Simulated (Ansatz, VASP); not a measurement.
## Two plane-wave programs on SiC

The input INCAR:

```
  ALGO = Normal
  DIPOL = 0.5 0.5 0.500
  EDIFF = 1E-7
  EDIFFG = -0.01
  ENCUT = 520
  GGA = PE
  IBRION = 2
  IDIPOL = 3
  ISIF = 2
  ISMEAR = -1
  LASPH = T
  LCHARG = F
  LDIPOL = T
  LREAL = F
  LWAVE = F
  NELM = 80
  NSW = 60
  PREC = Accurate
  SIGMA = 0.02
```

Contents of KPOINTS:

```
k-points
0
Gamma
  8 6 1
```

The input POSCAR:

```
SiC
1.0
    3.0969261060      0.0000000000      0.0000000000
    0.0000000000      4.3797149007      0.0000000000
    0.0000000000      0.0000000000     17.5485000000
Si C
2 2
Direct
    0.0000000000      0.8750000000      0.4558804726
    0.5000000000      0.3750000000      0.5441195274
    0.5000000000      0.6250000000      0.4558804726
    0.0000000000      0.1250000000      0.5441195274
```

Input for Ansatz:

```yaml
crystal:
  lattice:
    - [3.096926106, 0.0, 0.0]
    - [0.0, 4.3797149007, 0.0]
    - [0.0, 0.0, 17.5485]
  atoms:
    - { symbol: Si, position: [0.0, 0.875, 0.4558804726] }
    - { symbol: C, position: [0.5, 0.625, 0.4558804726] }
    - { symbol: Si, position: [0.5, 0.375, 0.5441195274] }
    - { symbol: C, position: [0.0, 0.125, 0.5441195274] }
kpoints:
  mp_grid: { grid: [8, 6, 1] }
scf:
  occupations: { method: fermi_dirac, width: 0.02 }
hamiltonian:
  xc: pbe
  pseudopotentials: { kind: paw }
output:
  forces: true
  stress: true
  eigenvalues: true
relax:
  f_tol: 0.01
  max_steps: 40
efield:
  axis: 3
  amplitude: 0
  dipole_correction: true
```

Alike in both runs: task relaxation of the atoms; functional PBE; k mesh 8 × 6 × 1; occupations fermi-dirac, width 0.02 eV; no spin polarisation.

|  | VASP | Ansatz |
| --- | --- | --- |
| version | VASP 6.6.1 | Ansatz 0.2.0 |
| potentials or method | VASP PAW PBE potentials, release 64 (Si, C) | PAW with Ansatz's default frozen-core files, scalar-relativistic |
| plane-wave cutoff (eV) | 520 | 420 |
| valence electrons in the cell | 16 | 16 |

Ansatz gave:

| Quantity | Value |
| --- | --- |
| gap on the k mesh at the Fermi level, each at its own relaxed structure (eV) | 2.43 |

Q: What did VASP give for the same quantities?

A: gap on the k mesh at the Fermi level, each at its own relaxed structure (eV): 2.42.

Ansatz's warnings: stress scf threshold loose.
